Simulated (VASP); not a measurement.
# Ru (Im-3m) in VASP: relaxation of cell and atoms with r2SCAN

Aim: the relaxation of cell and atoms of Ru with r2SCAN.

Program: VASP 6.6.1. These are calculated values, not measurements. Logs are shortened: lines on timing, memory, paths and dates and some standing lists are left out, and cuts for length are marked.

## Step 1: The cell of the first run

It takes space group Im-3m (No. 229, cubic). The conventional cell has a = 3.030 Å, b = 3.030 Å, c = 3.030 Å, α = 90.00°, β = 90.00°, γ = 90.00°. Within 3.5 Å of Ru (site symmetry m-3m) lie 14 Ru at 2.62 to 3.03 Å.

## Step 2: Relaxation of cell and atoms, r2SCAN

POSCAR

```
Ru
1.0
   -1.5149380133      1.5149380133      1.5149380133
    1.5149380133     -1.5149380133      1.5149380133
    1.5149380133      1.5149380133     -1.5149380133
Ru
1
Direct
    0.0000000000      0.0000000000      0.0000000000
```

INCAR.step1

```
PREC = Accurate
ENCUT = 600
ISMEAR = 0
SIGMA = 0.1
LREAL = F
LASPH = T
NELM = 100
GGA = PE
ALGO = Normal
EDIFF = 1E-4
LWAVE = T
LCHARG = F
```

INCAR.step2

```
PREC = Accurate
ENCUT = 600
EDIFF = 1E-6
ISMEAR = 0
SIGMA = 0.1
LREAL = F
LASPH = T
NELM = 100
ALGO = Normal
ISIF = 3
LWAVE = F
LCHARG = F
METAGGA = R2SCAN
LMIXTAU = T
IBRION = 2
NSW = 100
EDIFFG = -0.01
ISTART = 1
```

KPOINTS

```
regular mesh
0
Gamma
  26 26 26
```

Potentials or basis: VASP PAW PBE potentials, release 64 (Ru_pv).

Command:

```bash
cat potpaw_PBE.64/Ru_pv/POTCAR > POTCAR
cp INCAR.step1 INCAR
mpirun -np 1 vasp_std > vasp.out
cp INCAR.step2 INCAR
mpirun -np 1 vasp_std > vasp.out
```

OUTCAR:

```text
PREC = Accurate
   ENCUT = 600
   EDIFF = 1E-6
   ISMEAR = 0
   LREAL = F
   LASPH = T
   NELM = 100
   ISIF = 3
   METAGGA = R2SCAN
   IBRION = 2
   NSW = 100
   EDIFFG = -0.01
   ISTART = 1

 ion  position               nearest neighbor table
   1  0.000  0.000  0.000-

  LATTYP: Found a body centered cubic cell.
 ALAT       =     3.0298760266

  Lattice vectors:

 A1 = (  -1.5149380133,   1.5149380133,   1.5149380133)
 A2 = (   1.5149380133,  -1.5149380133,   1.5149380133)
 A3 = (   1.5149380133,   1.5149380133,  -1.5149380133)

Analysis of symmetry for initial positions (statically):
=====================================================================
 Subroutine PRICEL returns:
 Original cell was already a primitive cell.

 Routine SETGRP: Setting up the symmetry group for a
 body centered cubic supercell.

 Subroutine GETGRP returns: Found 48 space group operations
 (whereof 48 operations were pure point group operations)
 out of a pool of 48 trial point group operations.

The static configuration has the point symmetry O_h .

Analysis of symmetry for dynamics (positions and initial velocities):
=====================================================================
 Subroutine PRICEL returns:
 Original cell was already a primitive cell.

 Routine SETGRP: Setting up the symmetry group for a
 body centered cubic supercell.

 Subroutine GETGRP returns: Found 48 space group operations
 (whereof 48 operations were pure point group operations)
 out of a pool of 48 trial point group operations.

The dynamic configuration has the point symmetry O_h .

 Subroutine INISYM returns: Found 48 space group operations
 (whereof 48 operations are pure point group operations),
 and found     1 'primitive' translations

----------------------------------------------------------------------------------------

                                     Primitive cell

  volume of cell :      13.9074

  direct lattice vectors                    reciprocal lattice vectors
    -1.514938013  1.514938013  1.514938013     0.000000000  0.330046507  0.330046507
     1.514938013 -1.514938013  1.514938013     0.330046507  0.000000000  0.330046507
     1.514938013  1.514938013 -1.514938013     0.330046507  0.330046507  0.000000000

  length of vectors
     2.623949609  2.623949609  2.623949609     0.466756247  0.466756247  0.466756247

  position of ions in fractional coordinates (direct lattice)
     0.000000000  0.000000000  0.000000000

  ion indices of the primitive-cell ions
   primitive index   ion index
                 1           1

----------------------------------------------------------------------------------------

 KPOINTS: regular mesh

Automatic generation of k-mesh.
 Grid dimensions read from file:
 generate k-points for:   26   26   26

 Generating k-lattice:

  Cartesian coordinates                     Fractional coordinates (reciprocal lattice)
     0.000000000  0.012694096  0.012694096     0.038461538  0.000000000  0.000000000
     0.012694096  0.000000000  0.012694096     0.000000000  0.038461538  0.000000000
     0.012694096  0.012694096  0.000000000     0.000000000  0.000000000  0.038461538

  Length of vectors
     0.017952163  0.017952163  0.017952163

  Shift w.r.t. Gamma in fractional coordinates (k-lattice)
     0.000000000  0.000000000  0.000000000

 Subroutine IBZKPT returns following result:
 ===========================================

 Found    511 irreducible k-points:

 Following reciprocal coordinates:
            Coordinates               Weight
  0.000000  0.000000  0.000000      1.000000
  0.038462  0.000000  0.000000     12.000000
  0.076923  0.000000  0.000000     12.000000
  0.115385  0.000000  0.000000     12.000000
  0.153846  0.000000  0.000000     12.000000
  0.192308  0.000000  0.000000     12.000000
[... 16 lines left out ...]
  0.346154  0.038462  0.000000     48.000000
  0.384615  0.038462  0.000000     48.000000
 [... further k-points ...]
   k-points           NKPTS =    511   k-points in BZ     NKDIM =    511   number of bands    NBANDS=     11
   number of dos      NEDOS =    301   number of ions     NIONS =      1
   total plane-waves  NPLWV =  13824
   dimension x,y,z NGX =    24 NGY =   24 NGZ =   24
   dimension x,y,z NGXF=    48 NGYF=   48 NGZF=   48
   ions per type =               1
   NGX,Y,Z   is equivalent  to a cutoff of  15.21, 15.21, 15.21 a.u.
   NGXF,Y,Z  is equivalent  to a cutoff of  30.41, 30.41, 30.41 a.u.
 SYSTEM =  unknown system
   PREC   = accura    normal or accurate (medium, high low for compatibility)
   ISTART =      1    job   : 0-new  1-cont  2-samecut
   ICHARG =      0    charge: 1-file 2-atom 10-const
   ISPIN  =      1    spin polarized calculation?
   LNONCOLLINEAR =      F non collinear calculations
   LSORBIT =      F    spin-orbit coupling
   LASPH  =      T    aspherical Exc in radial PAW
   ENCUT  =  600.0 eV  44.10 Ry    6.64 a.u.   5.24  5.24  5.24*2*pi/ulx,y,z
   NELM   =    100;   NELMIN=  2; NELMDL=  0     # of ELM steps
   EDIFF  = 0.1E-05   stopping-criterion for ELM
   LREAL  =      F    real-space projection
   EDIFFG = -.1E-01   stopping-criterion for IOM
   NSW    =    100    number of steps for IOM
   IBRION =      2    ionic relax: 0-MD 1-quasi-New 2-CG
   NFREE  =      1    steps in history (QN), initial steepest desc. (CG)
   ISIF   =      3    stress and relaxation
   ISYM   =      2    0-nonsym 1-usesym 2-fastsym
   POTIM  = 0.5000    time-step for ionic-motion
   TEBEG  =    0.0;   TEEND  =   0.0 temperature during run
   PSTRESS=    0.0 pullay stress
   NELECT =      14.0000    total number of electrons
   NUPDOWN=      -1.0000    fix difference up-down
   EMIN   =  10.00;   EMAX   =-10.00  energy-range for DOS
   EFERMI =   0.00;   METHOD = LEGACY
   ISMEAR =     0;   SIGMA  =   0.10  broadening in eV -4-tet -1-fermi 0-gaus
   EFERMI_NEDOS =   21; number of points for ismear=-14 and -15
   IALGO  =     38    algorithm
   IMIX   =      4    mixing-type and parameters
     AMIX     =   0.40;   BMIX     =  1.00
     AMIX_MAG =   1.60;   BMIX_MAG =  1.00
  volume/ion in A,a.u.               =      13.91        93.85
  Fermi-wavevector in a.u.,A,eV,Ry     =   1.640726  3.100522 36.626623  2.691981
  Thomas-Fermi vector in A             =   2.731316
   LORBIT       =      0    0 simple, 1 ext, 2 COOP (PROOUT), +10 PAW based schemes
   METAGGA = R2SCAN    functional components
   LHFCALC =     F    Hartree Fock is set to
   AEXX    =    0.0000 exact exchange contribution
   IVDW    =     0    specifies the selected vdW correction
   LEPSILON=     F    determine dielectric tensor
   LRPA    =     F    only Hartree local field effects (RPA)
 conjugate gradient relaxation of ions
 non-spin polarized calculation
 Gauss-broadening in eV      SIGMA  =   0.10
  energy-cutoff  :      600.00
  volume of cell :       13.91
 maximum number of plane-waves:       478
 NGX is ok and might be reduce to    24
   NGX = 11   NGY = 11   NGZ = 11

--------------------------------------- Ionic step        1  -------------------------------------------

 number of electron      13.9999998 magnetization

 Free energy of the ion-electron system (eV)
  ---------------------------------------------------
  ext. energy  EPLUGINS =         0.00000000
  ---------------------------------------------------
  free energy    TOTEN  =       -24.77686407 eV

  energy without entropy =      -24.76725902  energy(sigma->0) =      -24.77206155

------------------------ aborting loop because EDIFF is reached ----------------------------------------

  FORCE on cell =-STRESS in cart. coord.  units (eV):
  Direction    XX          YY          ZZ          XY          YZ          ZX
  --------------------------------------------------------------------------------------
  -------------------------------------------------------------------------------------
  Total        0.1644377      0.1644377      0.1644377      0.0000000      0.0000000      0.0000000
  in kB       18.9438109     18.9438109     18.9438109      0.0000000      0.0000000      0.0000000
  external PRESSURE =      18.9438109 kB  Pullay stress =       0.0000000 kB
[... 55 lines left out ...]
  energy  without entropy=      -24.7633551668  energy(sigma->0) =      -24.76830413

--------------------------------------- Ionic step        3  -------------------------------------------

 number of electron      13.9999998 magnetization

 Free energy of the ion-electron system (eV)
  ---------------------------------------------------
  ext. energy  EPLUGINS =         0.00000000
  ---------------------------------------------------
  free energy    TOTEN  =       -24.77735410 eV

  energy without entropy =      -24.76767471  energy(sigma->0) =      -24.77251440

 E-fermi :  12.3627     XC(G=0): -15.1780

 val. band max:       12.3624704391   @ k =   0.3462   0.2692  -0.0000
 cond. band min:      12.3638446154   @ k =   0.1923   0.0000   0.0000
 fundamental gap:      0.0013741763
 Fermi energy:        12.3627376245

 k-point     1 :       0.0000    0.0000    0.0000
  band No.  band energies     occupation
      1     -31.5771      2.00000
      2     -31.5771      2.00000
      3     -31.5771      2.00000
      4       4.0142      2.00000
      5       9.4015      2.00000
      6       9.4015      2.00000
      7       9.4015      2.00000
      8      12.2906      1.69254
      9      12.2906      1.69254
     10      20.7949      0.00000
     11      30.3163      0.00000
[... 309 lines left out ...]
 k-point    24 :       0.3846    0.0385    0.0000
  band No.  band energies     occupation
      1     -32.5383      2.00000
      2     -31.8956      2.00000
      3     -31.5877      2.00000
      4       6.1010      2.00000
      5       7.7274      2.00000
      6      11.7592      2.00000
      7      12.3428      1.22248
      8      12.8900      0.00000
      9      14.3409      0.00000
     10      20.7949      0.00000
     11      24.5929      0.00000

 [... further k-points ...]

------------------------ aborting loop because EDIFF is reached ----------------------------------------

  FORCE on cell =-STRESS in cart. coord.  units (eV):
  Direction    XX          YY          ZZ          XY          YZ          ZX
  --------------------------------------------------------------------------------------
  -------------------------------------------------------------------------------------
  Total       -0.0005277     -0.0005277     -0.0005277     -0.0000000      0.0000000      0.0000000
  in kB       -0.0604295     -0.0604295     -0.0604295     -0.0000000      0.0000000      0.0000000
  external PRESSURE =      -0.0604295 kB  Pullay stress =       0.0000000 kB
[... 16 lines left out ...]
  FREE ENERGIE OF THE ION-ELECTRON SYSTEM (eV)
  ---------------------------------------------------
  free  energy   TOTEN  =       -24.7773540983 eV

  energy  without entropy=      -24.7676747115  energy(sigma->0) =      -24.77251440

 reached required accuracy - stopping structural energy minimisation
```

It took 8.4 min on 1 thread of Intel Xeon Platinum 8259CL at 2.50GHz (Skylake/Cascade Lake), shared host; peak memory 0.23 GiB.

What came out:

* Free energy: -24.7774 eV
* Relaxed volume: 13.99 Å³/atom
* Relaxed cell: a = 2.629 Å, b = 2.629 Å, c = 2.629 Å, α = 109.47°, β = 109.47°, γ = 109.47°
* Space group after relaxing (to 0.05 Å): Im-3m (No. 229)
* Energy gained by relaxing: 0.5 meV/atom
* Ionic steps: 3
* Pressure after relaxing: 0.0 GPa
* Band gap on the k mesh: zero (band 7 reaches 14.19 eV, above the bottom of band 8 at 10.49 eV)

The path:
| step | energy change (eV) | largest force (eV/Å) | pressure (GPa) | volume (Å³) |
| --- | --- | --- | --- | --- |
| 1 | 0.0000 | 0.0000 | 1.89 | 13.91 |
| 2 | 0.0036 | 0.0000 | -5.17 | 14.24 |
| 3 | -0.0005 | 0.0000 | -0.01 | 13.99 |

Final structure:
```
Ru
1.0
    -1.51801    1.51801    1.51801
     1.51801   -1.51801    1.51801
     1.51801    1.51801   -1.51801
Ru
1
Cartesian
  0.0000 0.0000 0.0000
```

Caveat: the PAW data sets were made with another functional, which shifts forces and pressure a little.
